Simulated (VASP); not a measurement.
# C in VASP: notebook

The runs below take C through single point, with LDA.

All numbers are computed with VASP 6.6.1; they aren't measurements. Logs are shortened: lines on timing, memory, paths and dates and some standing lists are left out, and cuts for length are marked.

## Step 1: The cell of the first run

Symmetry: I4_1/amd, No. 141, tetragonal system. The conventional cell has a = 2.522 Å, b = 2.522 Å, c = 3.460 Å, α = 90.00°, β = 90.00°, γ = 90.00°. Within 2.0 Å of C (site symmetry -4m2) lie 4 C at 1.53 Å.

## Step 2: Single point, LDA (zz strain of -3 %)

INCAR

```
PREC = Accurate ; ENCUT = 520
EDIFF = 1E-7 ; ISMEAR = -1
SIGMA = 0.08 ; LREAL = F
LASPH = T ; NELM = 80
ALGO = Normal ; ISIF = 2
LWAVE = F ; LCHARG = F
GGA = CA ; NBANDS = 11
```

KPOINTS

```
regular mesh
0
Gamma
  20 20 20
```

POSCAR

```
C
1.0
    0.0000000000      1.7834000000      1.7298980000
    1.7834000000      0.0000000000      1.7298980000
    1.7834000000      1.7834000000      0.0000000000
C
2
Direct
    0.5000000000      0.5000000000      0.5000000000
    0.7500000000      0.7500000000      0.7500000000
```

Potentials or basis: VASP PAW LDA potentials, release 64 (C).

The run is started by

```console
> cat potpaw_LDA.64/C/POTCAR > POTCAR
> mpirun -np 1 vasp_std > vasp.out
```

OUTCAR:

```text
PREC = Accurate
   ENCUT = 520
   EDIFF = 1E-7
   ISMEAR = -1
   LREAL = F
   LASPH = T
   NELM = 80
   ISIF = 2
   GGA = CA

 ion  position               nearest neighbor table
   1  0.500  0.500  0.500-   2 1.53   2 1.53   2 1.53   2 1.53
   2  0.750  0.750  0.750-   1 1.53   1 1.53   1 1.53   1 1.53

  LATTYP: Found a body centered tetragonal cell.
 ALAT       =     2.5221084671
 C/A-ratio  =     1.3717871555

  Lattice vectors:

 A1 = (   0.0000000000,  -1.7834000000,  -1.7298980000)
 A2 = (   0.0000000000,   1.7834000000,  -1.7298980000)
 A3 = (   1.7834000000,   0.0000000000,   1.7298980000)

Analysis of symmetry for initial positions (statically):
=====================================================================
 Subroutine PRICEL returns:
 Original cell was already a primitive cell.

 Routine SETGRP: Setting up the symmetry group for a
 body centered tetragonal supercell.

 Subroutine GETGRP returns: Found 16 space group operations
 (whereof  8 operations were pure point group operations)
 out of a pool of 16 trial point group operations.

The static configuration has the point symmetry D_2d.
 The point group associated with its full space group is D_4h.

Analysis of symmetry for dynamics (positions and initial velocities):
=====================================================================
 Subroutine PRICEL returns:
 Original cell was already a primitive cell.

 Routine SETGRP: Setting up the symmetry group for a
 body centered tetragonal supercell.

 Subroutine GETGRP returns: Found 16 space group operations
 (whereof  8 operations were pure point group operations)
 out of a pool of 16 trial point group operations.

The dynamic configuration has the point symmetry D_2d.
 The point group associated with its full space group is D_4h.

 Subroutine INISYM returns: Found 16 space group operations
 (whereof  8 operations are pure point group operations),
 and found     1 'primitive' translations

----------------------------------------------------------------------------------------

                                     Primitive cell

  volume of cell :      11.0039

  direct lattice vectors                    reciprocal lattice vectors
     0.000000000  1.783400000  1.729898000    -0.280363351  0.280363351  0.289034382
     1.783400000  0.000000000  1.729898000     0.280363351 -0.280363351  0.289034382
     1.783400000  1.783400000  0.000000000     0.280363351  0.280363351 -0.289034382

  length of vectors
     2.484564882  2.484564882  2.522108467     0.490660872  0.490660872  0.490660872

  position of ions in fractional coordinates (direct lattice)
     0.500000000  0.500000000  0.500000000
     0.750000000  0.750000000  0.750000000

  ion indices of the primitive-cell ions
   primitive index   ion index
                 1           1
                 2           2

----------------------------------------------------------------------------------------

 KPOINTS: regular mesh

Automatic generation of k-mesh.
 Grid dimensions read from file:
 generate k-points for:   20   20   20

 Generating k-lattice:

  Cartesian coordinates                     Fractional coordinates (reciprocal lattice)
    -0.014018168  0.014018168  0.014451719     0.050000000  0.000000000  0.000000000
     0.014018168 -0.014018168  0.014451719     0.000000000  0.050000000  0.000000000
     0.014018168  0.014018168 -0.014451719     0.000000000  0.000000000  0.050000000

  Length of vectors
     0.024533044  0.024533044  0.024533044

  Shift w.r.t. Gamma in fractional coordinates (k-lattice)
     0.000000000  0.000000000  0.000000000

 Subroutine IBZKPT returns following result:
 ===========================================

 Found    641 irreducible k-points:

 Following reciprocal coordinates:
            Coordinates               Weight
  0.000000  0.000000  0.000000      1.000000
  0.050000  0.000000  0.000000      8.000000
  0.100000 -0.000000  0.000000      8.000000
  0.150000  0.000000  0.000000      8.000000
  0.200000 -0.000000  0.000000      8.000000
  0.250000 -0.000000  0.000000      8.000000
[... 16 lines left out ...]
 -0.400000  0.050000  0.000000      8.000000
 -0.350000  0.050000  0.000000      8.000000
 [... further k-points ...]
   k-points           NKPTS =    641   k-points in BZ     NKDIM =    641   number of bands    NBANDS=     11
   number of dos      NEDOS =    301   number of ions     NIONS =      2
   total plane-waves  NPLWV =   6480
   dimension x,y,z NGX =    18 NGY =   18 NGZ =   20
   dimension x,y,z NGXF=    36 NGYF=   36 NGZF=   40
   ions per type =               2
   NGX,Y,Z   is equivalent  to a cutoff of  12.04, 12.04, 13.18 a.u.
   NGXF,Y,Z  is equivalent  to a cutoff of  24.09, 24.09, 26.37 a.u.
 SYSTEM =  unknown system
   PREC   = accura    normal or accurate (medium, high low for compatibility)
   ISTART =      0    job   : 0-new  1-cont  2-samecut
   ICHARG =      2    charge: 1-file 2-atom 10-const
   ISPIN  =      1    spin polarized calculation?
   LNONCOLLINEAR =      F non collinear calculations
   LSORBIT =      F    spin-orbit coupling
   LASPH  =      T    aspherical Exc in radial PAW
   ENCUT  =  520.0 eV  38.22 Ry    6.18 a.u.   4.62  4.62  4.69*2*pi/ulx,y,z
   NELM   =     80;   NELMIN=  2; NELMDL= -5     # of ELM steps
   EDIFF  = 0.1E-06   stopping-criterion for ELM
   LREAL  =      F    real-space projection
   EDIFFG = 0.1E-05   stopping-criterion for IOM
   NSW    =      0    number of steps for IOM
   IBRION =     -1    ionic relax: 0-MD 1-quasi-New 2-CG
   NFREE  =      0    steps in history (QN), initial steepest desc. (CG)
   ISIF   =      2    stress and relaxation
   ISYM   =      2    0-nonsym 1-usesym 2-fastsym
   POTIM  = 0.5000    time-step for ionic-motion
   TEBEG  =    0.0;   TEEND  =   0.0 temperature during run
   PSTRESS=    0.0 pullay stress
   NELECT =       8.0000    total number of electrons
   NUPDOWN=      -1.0000    fix difference up-down
   EMIN   =  10.00;   EMAX   =-10.00  energy-range for DOS
   EFERMI =   0.00;   METHOD = LEGACY
   ISMEAR =    -1;   SIGMA  =   0.08  broadening in eV -4-tet -1-fermi 0-gaus
   EFERMI_NEDOS =   21; number of points for ismear=-14 and -15
   IALGO  =     38    algorithm
   IMIX   =      4    mixing-type and parameters
     AMIX     =   0.40;   BMIX     =  1.00
     AMIX_MAG =   1.60;   BMIX_MAG =  1.00
  volume/ion in A,a.u.               =       5.50        37.13
  Fermi-wavevector in a.u.,A,eV,Ry     =   1.472049  2.781769 29.482834  2.166927
  Thomas-Fermi vector in A             =   2.587110
   LORBIT       =      0    0 simple, 1 ext, 2 COOP (PROOUT), +10 PAW based schemes
   GGA     = CA    functional components
   LHFCALC =     F    Hartree Fock is set to
   AEXX    =    0.0000 exact exchange contribution
   IVDW    =     0    specifies the selected vdW correction
   LEPSILON=     F    determine dielectric tensor
   LRPA    =     F    only Hartree local field effects (RPA)
 non-spin polarized calculation
  energy-cutoff  :      520.00
  volume of cell :       11.00
 maximum number of plane-waves:       308
   NGX =  9   NGY =  9   NGZ =  9

 number of electron       8.0000000 magnetization

 Free energy of the ion-electron system (eV)
  ---------------------------------------------------
  ext. energy  EPLUGINS =         0.00000000
  ---------------------------------------------------
  free energy    TOTEN  =       -20.22525957 eV

  energy without entropy =      -20.22525957  energy(sigma->0) =      -20.22525957

 E-fermi :  11.7347     XC(G=0): -13.6482

 val. band max:       10.4771456787   @ k =   0.0000   0.0000   0.0000
 cond. band min:      13.8710039786   @ k =   0.3500   0.3500   0.0000
 fundamental gap:      3.3938582999
 Fermi energy:        11.7346893975

 k-point     1 :       0.0000    0.0000    0.0000
  band No.  band energies     occupation
      1     -11.5528      2.00000
      2      10.0242      2.00000
      3      10.0242      2.00000
      4      10.4771      2.00000
      5      15.5623      0.00000
      6      15.9380      0.00000
      7      15.9380      0.00000
      8      24.4205      0.00000
      9      29.5930      0.00000
     10      36.3358      0.00000
     11      37.2659      0.00000

 k-point     2 :       0.0500    0.0000    0.0000
  band No.  band energies     occupation
      1     -11.4821      2.00000
      2       9.6167      2.00000
      3       9.8939      2.00000
      4      10.2696      2.00000
      5      15.7539      0.00000
      6      16.1006      0.00000
      7      16.2274      0.00000
      8      24.4602      0.00000
      9      29.7114      0.00000
     10      35.1132      0.00000
     11      36.0339      0.00000

 k-point     3 :       0.1000   -0.0000    0.0000
  band No.  band energies     occupation
      1     -11.2704      2.00000
      2       8.4599      2.00000
      3       9.5529      2.00000
      4       9.8983      2.00000
      5      16.2071      0.00000
      6      16.5254      0.00000
      7      16.9012      0.00000
      8      24.5767      0.00000
      9      30.0260      0.00000
     10      33.8483      0.00000
     11      34.7002      0.00000

 k-point     4 :       0.1500    0.0000    0.0000
  band No.  band energies     occupation
      1     -10.9183      2.00000
      2       6.9228      2.00000
      3       9.1008      2.00000
      4       9.4622      2.00000
      5      16.7789      0.00000
      6      17.0779      0.00000
      7      17.6426      0.00000
      8      24.7624      0.00000
      9      30.4231      0.00000
     10      32.9500      0.00000
     11      33.6984      0.00000
[... 239 lines left out ...]
 k-point    22 :      -0.4500    0.0500    0.0000
  band No.  band energies     occupation
      1      -5.8154      2.00000
      2      -3.0637      2.00000
      3       7.0098      2.00000
      4       7.2657      2.00000
      5      18.4309      0.00000
      6      18.6959      0.00000
      7      20.1240      0.00000
      8      25.8944      0.00000
      9      31.7748      0.00000
     10      34.7279      0.00000
     11      35.7409      0.00000

 k-point    23 :      -0.4000    0.0500    0.0000
  band No.  band energies     occupation
      1      -6.7983      2.00000
      2      -1.8094      2.00000
      3       7.2147      2.00000
      4       7.2644      2.00000
      5      18.5082      0.00000
      6      18.5930      0.00000
      7      20.0445      0.00000
      8      25.8332      0.00000
      9      31.5700      0.00000
     10      34.4807      0.00000
     11      34.7987      0.00000

 k-point    24 :      -0.3500    0.0500    0.0000
  band No.  band energies     occupation
      1      -7.8065      2.00000
      2      -0.3077      2.00000
      3       7.3527      2.00000
      4       7.5066      2.00000
      5      18.4585      0.00000
      6      18.5456      0.00000
      7      19.8844      0.00000
      8      25.6731      0.00000
      9      31.3405      0.00000
     10      33.2058      0.00000
     11      34.5068      0.00000

 [... further k-points ...]
[... 5 lines left out ...]
  --------------------------------------------------------------------------------------
  -------------------------------------------------------------------------------------
  Total       -0.5062773     -0.5062773      1.4288040      0.0000000      0.0000000     -0.0000000
  in kB      -73.7141715    -73.7141715    208.0344366      0.0000000      0.0000000     -0.0000000
  external PRESSURE =      20.2020312 kB  Pullay stress =       0.0000000 kB

 VOLUME and BASIS-vectors are now :
 -----------------------------------------------------------------------------
  energy-cutoff  :      520.00
  volume of cell :       11.00
      direct lattice vectors                 reciprocal lattice vectors
     0.000000000  1.783400000  1.729898000    -0.280363351  0.280363351  0.289034382
     1.783400000  0.000000000  1.729898000     0.280363351 -0.280363351  0.289034382
     1.783400000  1.783400000  0.000000000     0.280363351  0.280363351 -0.289034382

 POSITION                                       TOTAL-FORCE (eV/Angst)
 -----------------------------------------------------------------------------------
      1.78340      1.78340      1.72990         0.000000      0.000000     -0.000000
      2.67510      2.67510      2.59485         0.000000      0.000000      0.000000
 -----------------------------------------------------------------------------------
    total drift:                                0.000000     -0.000000      0.000000

  FREE ENERGIE OF THE ION-ELECTRON SYSTEM (eV)
  ---------------------------------------------------
  free  energy   TOTEN  =       -20.2252595694 eV

  energy  without entropy=      -20.2252595693  energy(sigma->0) =      -20.22525957
```

Run time: 21 s. Hardware: 1 thread of Intel Xeon 6975P-C (Granite Rapids), shared host; peak memory 0.16 GiB.

Results:

* Free energy: -20.2253 eV
* Pressure: 2.0 GPa
* Band gap on the k mesh: 3.39 eV (least direct gap 5.09 eV)

Caveat: the cell differs from its parent crystal (zz strain of -3 %).

(Part 1 of 2 ends here.)
